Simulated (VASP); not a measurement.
A run of VASP 6.6.1 is set up as follows.

INCAR

```
SYSTEM = Cd
  PREC = Accurate
  ENCUT = 520
  EDIFF = 1E-6
  ISMEAR = 0
  SIGMA = 0.15
  LREAL = .False.
  LASPH = .True.
  NELM = 80
  ALGO = Normal
  ISIF = 2
  LWAVE = .False.
  LCHARG = .False.
  GGA = PE
  NBANDS = 12
```

The input KPOINTS:

```
Automatic mesh
0
Gamma
  18 18 18
  0 0 0
```

File POSCAR:

```
Cd
1.0
    0.0000000000      2.1639873562      2.2541534960
    2.1639873562      0.0000000000      2.2541534960
    2.1639873562      2.1639873562      0.0000000000
Cd
1
Direct
    0.0000000000      0.0000000000      0.0000000000
```

Potentials or basis: VASP PAW PBE potentials, release 64 (Cd).

Run with:

```bash
$ cat potpaw_PBE.64/Cd/POTCAR > POTCAR
$ mpirun -np 1 vasp_std > vasp.out
```

What does it give for the pressure?

4.6 GPa.

Estimate the band gap on the k mesh.

zero (bands 6 and 7 overlap by 3.07 eV).

Stress tensor (GPa, compression positive):
```
5.20 0.00 0.00
0.00 5.20 0.00
0.00 0.00 3.30
```

Caveat: the cell differs from its parent crystal (normal strain along x -0.0400, normal strain along y -0.0400); the cell stands under pressure.
